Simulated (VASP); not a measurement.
Set up this calculation in VASP 6.6.1, as the native input.

| Item | Value |
| --- | --- |
| Task | single point |
| Functional | PBE |
| Potentials or basis | VASP PAW PBE potentials, release 64 (Na_pv, Sb) |
| Cutoff | 520 eV |
| k mesh | 8 × 8 × 8 |
| Occupations | gaussian, width 0.1 eV |
| Spin | no spin polarisation |
| Dipole correction | no |
| Further INCAR settings | ALGO = Normal; EDIFF = 1e-06; NBANDS = 24 |

The structure of Na4Sb lies in POSCAR:

```
Na4Sb
1.0
   -3.6381134949      3.6381134949      3.6381134949
    3.6381134949     -3.6381134949      3.6381134949
    3.6381134949      3.6381134949     -3.6381134949
Na Sb
4 1
Direct
    0.5000000000      0.5000000000      0.5000000000
    0.0000000000      0.0000000000      0.5000000000
    0.0000000000      0.5000000000      0.0000000000
    0.5000000000      0.0000000000      0.0000000000
    0.0000000000      0.0000000000      0.0000000000
```

These files were run (other wordings do the same):

INCAR

```
SYSTEM = Na4Sb
  ALGO = Normal
  EDIFF = 1E-6
  ENCUT = 520
  GGA = PE
  ISIF = 2
  ISMEAR = 0
  LASPH = .True.
  LCHARG = .False.
  LREAL = .False.
  LWAVE = .False.
  NBANDS = 24
  NELM = 100
  PREC = Accurate
  SIGMA = 0.1
```

KPOINTS

```
k-points
0
Gamma
  8 8 8
  0 0 0
```

Potentials or basis: VASP PAW PBE potentials, release 64 (Na_pv, Sb).

The run is started by

```console
$ cat potpaw_PBE.64/Na_pv/POTCAR potpaw_PBE.64/Sb/POTCAR > POTCAR
$ mpirun -np 1 vasp_std > vasp.out
```

It gave:

| Item | Value |
| --- | --- |
| Pressure | 0.1 GPa |

It took 66 s on 1 thread of Intel(R) Xeon(R) 6975P-C (Granite Rapids) (shared host), peak memory 0.37 GiB.
